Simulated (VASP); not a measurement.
Write the native input for VASP 6.6.1 that does the following.

| Property | Result |
| --- | --- |
| Task | single point |
| Functional | PBEsol |
| Potentials or basis | VASP PAW PBE potentials, release 64 (Zn) |
| Cutoff | 520 eV |
| k mesh | 18 × 18 × 9 |
| Occupations | fermi-dirac, width 0.03 eV |
| Spin | no spin polarisation |
| Dipole correction | no |
| Further INCAR settings | ALGO = Normal; EDIFF = 1e-07; NBANDS = 19 |

The structure of Zn lies in POSCAR:

```
Zn
1.0
    2.6656347759      0.0000000000      0.0000000000
   -1.3328173879      2.3085074331      0.0000000000
    0.0000000000      0.0000000000      4.9687374617
Zn
2
Direct
    0.3333333333      0.6666666667      0.2500000000
    0.6666666667      0.3333333333      0.7500000000
```

One way to write it, as run:

INCAR

```
ALGO = Normal
EDIFF = 1E-7
ENCUT = 520
GGA = PS
ISIF = 2
ISMEAR = -1
LASPH = T
LCHARG = F
LREAL = F
LWAVE = F
NBANDS = 19
NELM = 60
PREC = Accurate
SIGMA = 0.03
```

KPOINTS

```
k-points
0
Gamma
  18 18 9
```

Potentials or basis: VASP PAW PBE potentials, release 64 (Zn).

Run with:

```sh
$ cat potpaw_PBE.64/Zn/POTCAR > POTCAR
$ mpirun -np 1 vasp_std > vasp.out
```

It gave:

| Quantity | Value |
| --- | --- |
| Pressure | -5.3 GPa |
| Band gap on the k mesh | zero (bands 12 and 13 overlap by 4.71 eV) |

Caveat: the cell stands under tension; the PAW data sets were made with another functional, which shifts forces and pressure a little.

It took 2.5 min on 1 thread of AMD EPYC 7R13 (shared host), peak memory 0.18 GiB.
